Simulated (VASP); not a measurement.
Set up this calculation in VASP 6.6.1, as the native input.

| Property | Result |
| --- | --- |
| Task | single point |
| Functional | LDA |
| Potentials or basis | VASP PAW LDA potentials, release 64 (Ta_sv_GW, N) |
| Cutoff | 700 eV |
| k mesh | 15 × 15 × 5 |
| Occupations | gaussian, width 0.15 eV |
| Spin | no spin polarisation |
| Dipole correction | no |
| Further INCAR settings | ALGO = Normal; EDIFF = 1e-06; NBANDS = 46 |

The structure of TaN lies in POSCAR:

```
TaN
1.0
    1.4532781440     -2.5171515829      0.0000000000
    0.0000000000      0.0000000000     -2.8514389807
    8.5031625129      4.9093031658      0.0000000000
Ta N
4 4
Direct
    0.5000000000      0.5000000000      0.9400237979
    0.0000000000      0.5000000000      0.1709274013
    0.5000000000      0.5000000000      0.4272928669
    0.0000000000      0.5000000000      0.6836583324
    0.0000000000      0.0000000000      0.8545686427
    0.5000000000      0.0000000000      0.0854722462
    0.0000000000      0.0000000000      0.3418377117
    0.5000000000      0.0000000000      0.5982031772
```

The input as run:

INCAR

```
  PREC = Accurate
  ENCUT = 700
  EDIFF = 1E-6
  ISMEAR = 0
  SIGMA = 0.15
  LREAL = F
  LASPH = T
  NELM = 120
  ALGO = Normal
  ISIF = 2
  LWAVE = F
  LCHARG = F
  NBANDS = 46
  GGA_COMPAT = F
```

KPOINTS

```
Automatic mesh
0
Gamma
  15 15 5
```

Potentials or basis: VASP PAW LDA potentials, release 64 (Ta_sv_GW, N).

The run is started by

```console
$ cat potpaw_LDA.64/Ta_sv_GW/POTCAR potpaw_LDA.64/N/POTCAR > POTCAR
$ mpirun -np 1 vasp_std > vasp.out
```

It gave:

The pressure is 14.3 GPa, the largest force is 5.770 eV/Å and the band gap on the k mesh is zero (bands 36 and 37 overlap by 0.45 eV).

Caveat: the stress differs along the axes, from 10 to 21 GPa; spin-orbit coupling is left out, which moves the levels of the heavy elements; forces of over 1 eV/Å act on the atoms, so gaps and moduli don't describe the material at rest.

Run time: 13 min on 1 thread of Intel(R) Xeon(R) 6975P-C (Granite Rapids), with other jobs on the host, peak memory 0.84 GiB.
